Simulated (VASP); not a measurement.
Input of a VASP 6.6.1 run:

File POSCAR:

```
Si23H4O48
1.0
    9.8316000000      0.0000000000      0.0000000000
   -4.9158000000      8.5144150000      0.0000000000
    0.0000000000      0.0000000000     10.8182000000
Si O H
23 48 4
Direct
    0.2668430000      0.0009767400      0.1634700000
    0.0028516000      0.2703680000      0.3357050000
    0.2306050000      0.2354080000      0.0001007300
    0.2653480000      0.9977494000      0.6636500000
    0.9932126000      0.2663560000      0.8350300000
    0.2323110000      0.2285110000      0.5017520000
    0.2682820000      0.5027390000      0.1672110000
    0.9997803800      0.7676140000      0.3331480000
    0.2338640000      0.7330290000      0.9966533000
    0.9989205000      0.7666930000      0.8327140000
    0.2344290000      0.7356140000      0.4976220000
    0.7692410000      0.0042952000      0.1672390000
    0.4984520000      0.2670890000      0.3326380000
    0.7266420000      0.2320240000      0.0002954000
    0.7657180000      0.0012322000      0.6669000000
    0.4945750000      0.2657660000      0.8320270000
    0.7327730000      0.2338080000      0.4992370000
    0.7651740000      0.5008340000      0.1672980000
    0.5011880000      0.7703670000      0.3320530000
    0.7350830000      0.7369020000      0.0012113000
    0.7631940000      0.4995590000      0.6663380000
    0.5046480000      0.7692100000      0.8316280000
    0.7327490000      0.7354920000      0.4996880000
    0.0687650000      0.2066210000      0.4462400000
    0.2961240000      0.3658270000      0.1099080000
    0.1402060000      0.4347450000      0.2786630000
    0.2024600000      0.0698960000      0.0553950000
    0.3623780000      0.2944360000      0.3913610000
    0.4306990000      0.1384180000      0.2213530000
    0.0654320000      0.2098730000      0.9457150000
    0.3038820000      0.3517710000      0.6166480000
    0.1356700000      0.4290170000      0.7780800000
    0.1997120000      0.0574320000      0.5499300000
    0.3584550000      0.2958220000      0.8879650000
    0.4284840000      0.1364520000      0.7217280000
    0.0679010000      0.7063220000      0.4438320000
    0.2991160000      0.8684090000      0.1031500000
    0.1368330000      0.9300380000      0.2735220000
    0.2040780000      0.5698520000      0.0580140000
    0.3639780000      0.7993980000      0.3865800000
    0.4342950000      0.6406840000      0.2215190000
    0.0677460000      0.7049810000      0.9423610000
    0.2993620000      0.8643310000      0.6090240000
    0.1350350000      0.9300380000      0.7738950000
    0.2058530000      0.5699500000      0.5554350000
    0.3593880000      0.7870590000      0.8833780000
    0.4574520000      0.6484340000      0.7143040000
    0.5683340000      0.2046660000      0.4411890000
    0.7907210000      0.3628830000      0.1097040000
    0.6344730000      0.4331810000      0.2768560000
    0.7032200000      0.0691220000      0.0573170000
    0.8658290000      0.2991990000      0.3913950000
    0.9337440000      0.1415760000      0.2241200000
    0.5617480000      0.2046160000      0.9436860000
    0.7914020000      0.3622690000      0.6109670000
    0.6303510000      0.4323090000      0.7751710000
    0.7053660000      0.0690910000      0.5554790000
    0.8539980000      0.2927100000      0.8882170000
    0.9307640000      0.1366270000      0.7244910000
    0.5684650000      0.7078670000      0.4422990000
    0.7990200000      0.8685060000      0.1101390000
    0.6394420000      0.9356300000      0.2772850000
    0.7054800000      0.5714430000      0.0574340000
    0.8637870000      0.7971160000      0.3899890000
    0.9305870000      0.6356190000      0.2243800000
    0.5697540000      0.7090080000      0.9453830000
    0.7944690000      0.8645580000      0.6107280000
    0.6368080000      0.9393260000      0.7782680000
    0.7041320000      0.5699330000      0.5561050000
    0.8633810000      0.7966100000      0.8896810000
    0.9285160000      0.6335080000      0.7246220000
    0.4522990000      0.5477660000      0.7253400000
    0.2297450000      0.3561110000      0.6755540000
    0.2822899300      0.5817902500      0.5871317500
    0.1163320000      0.4796660000      0.7069560000
```

File INCAR.step1:

```
PREC = Accurate ; ENCUT = 520
ISMEAR = 0 ; SIGMA = 0.02
LREAL = Auto ; LASPH = T
NELM = 80 ; NBANDS = 235
GGA = PE ; ALGO = Normal
EDIFF = 1E-4 ; LWAVE = T
LCHARG = F
```

INCAR.step2

```
PREC = Accurate ; ENCUT = 520
EDIFF = 1E-7 ; ISMEAR = 0
SIGMA = 0.02 ; LREAL = Auto
LASPH = T ; NELM = 80
ALGO = Normal ; ISIF = 2
LWAVE = F ; LCHARG = F
METAGGA = R2SCAN ; LMIXTAU = T
NBANDS = 235 ; ISTART = 1
```

Contents of KPOINTS:

```
regular mesh
0
Gamma
  1 1 1
```

Potentials or basis: VASP PAW PBE potentials, release 64 (Si, O, H).

Launch:

```sh
$ cat potpaw_PBE.64/Si/POTCAR potpaw_PBE.64/O/POTCAR potpaw_PBE.64/H/POTCAR > POTCAR
$ cp INCAR.step1 INCAR
$ mpirun -np 1 vasp_gam > vasp.out
$ cp INCAR.step2 INCAR
$ mpirun -np 1 vasp_gam > vasp.out
```

(1) Estimate the band gap on the k mesh.

(2) Predict the largest force.

(3) Predict the pressure.

## Answers

(1) 6.41 eV.

(2) 20.478 eV/Å.

(3) -1.9 GPa.

Caveat: the k points lie up to 0.74 Å⁻¹ apart; the PAW data sets were made with another functional, which shifts forces and pressure a little.
